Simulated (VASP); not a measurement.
Crystal: Cs3In.

```xyz
4
Lattice="5.3942 0.0000 0.0000 0.0000 5.3942 0.0000 0.0000 0.0000 5.3942" Properties=species:S:1:pos:R:3 pbc="T T T"
Cs    0.0000    2.6971    2.6971
Cs    2.6971    0.0000    2.6971
Cs    2.6971    2.6971    0.0000
In    0.0000    0.0000    0.0000
```

| Item | Value |
| --- | --- |
| Program | VASP 6.6.1 |
| Task | relaxation of cell and atoms |
| Functional | PBE |
| Potentials or basis | VASP PAW PBE potentials, release 64 (Cs_sv, In_d) |
| Cutoff | 600 eV |
| k mesh | 4 × 4 × 4 |
| Occupations | gaussian, width 0.1 eV |
| Spin | no spin polarisation |

At the start: pressure 5.8 GPa; volume 39.24 Å³/atom.

How do energy, volume and symmetry change on relaxing?

Over 6 steps the energy falls by 344.0 meV/atom and the volume is 70.57 Å³/atom (+79.9 %); space group Pm-3m (No. 221, to 0.05 Å).

The path:
```
step  energy change (eV)  largest force (eV/Å)  pressure (GPa)  volume (Å³)
   1              0.0000                0.0000            5.76       156.95
   2             -0.8431                0.0000            2.60       191.21
   3             -1.2944                0.0000            0.71       239.64
   4             -1.2052                0.0000           -0.58       359.73
   5             -1.3729                0.0000           -0.10       289.74
   6             -1.3759                0.0000           -0.02       282.29
```

Final structure:
```
Cs In
1.0
     6.55991    0.00000    0.00000
     0.00000    6.55991    0.00000
     0.00000    0.00000    6.55991
Cs In
3 1
Cartesian
  0.0000 3.2800 3.2800
  3.2800 0.0000 3.2800
  3.2800 3.2800 0.0000
  0.0000 0.0000 0.0000
```

Caveat: the volume moved by over 15 % at a fixed basis, so the end points are rough.
